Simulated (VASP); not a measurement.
Al2GaP2: single point with PBE

The system is Al2GaP2.

```
CELL_PARAMETERS angstrom
3.67271 0.00000 0.00000
0.00000 3.67271 0.00000
0.00000 0.00000 7.64056
ATOMIC_POSITIONS crystal
Al 0.50000 0.50000 0.80704
Al 0.50000 0.50000 0.19296
Ga 0.00000 0.00000 0.50000
P 0.50000 0.50000 0.50000
P 0.50000 0.50000 0.00000
```

The cell was built from a structure type or drawn by symmetry, and may not be a known phase.

```yaml
Program: VASP 6.6.1
Task: single point
Functional: PBE
Potentials_or_basis: VASP PAW PBE potentials, release 64 (Al, Ga_d, P)
Cutoff: 520 eV
k_mesh: 6 × 6 × 2
Occupations: gaussian, width 0.1 eV
Spin: no spin polarisation
```

- Pressure: 69.4 GPa
- Largest force: 46.003 eV/Å
- Band gap on the k mesh: zero (an odd number of electrons rules out a gap without spin polarisation)

Forces on the atoms (eV/Å):
```
Al    0.000   0.000 -46.003
Al    0.000   0.000  46.003
Ga    0.000   0.000   0.000
P     0.000   0.000   0.000
P     0.000   0.000   0.000
```

Stress tensor (GPa, compression positive):
```
 -0.17   0.00   0.00
  0.00  -0.17   0.00
  0.00   0.00 208.62
```

Levels at points of the mesh, in eV from the Fermi level:
```
           k point  band 11  band 12  band 13  band 14  band 15  band 16  band 17  band 18
(0.00, 0.00, 0.00)    -3.06    -2.38    -2.26    -2.26    -1.29     2.07     2.57     2.57
(0.50, 0.00, 0.00)    -3.52    -2.67    -2.45    -0.84     0.21     2.19     2.60     2.73
(0.50, 0.50, 0.00)    -4.78    -4.64    -4.64    -3.16    -0.71    -0.71     1.21     1.90
(0.00, 0.00, 0.50)    -2.96    -2.43    -2.43    -2.36     0.88     1.03     3.26     3.26
(0.50, 0.00, 0.50)    -5.26    -2.65    -0.93    -0.89    -0.50     1.98     2.29     2.76
(0.50, 0.50, 0.50)    -5.02    -5.02    -4.77    -4.61     0.44     0.44     0.66     1.55
```

Run time: 71 s on 1 thread of Intel Xeon 8259CL, on a shared host, peak memory 0.22 GiB.

Caveat: the k points lie up to 0.41 Å⁻¹ apart, too coarse for converged energies and pressures of a metal; atoms lie so close that the PAW spheres overlap strongly, which falsifies energies and pressures; forces of over 1 eV/Å act on the atoms, so gaps and moduli don't describe the material at rest.
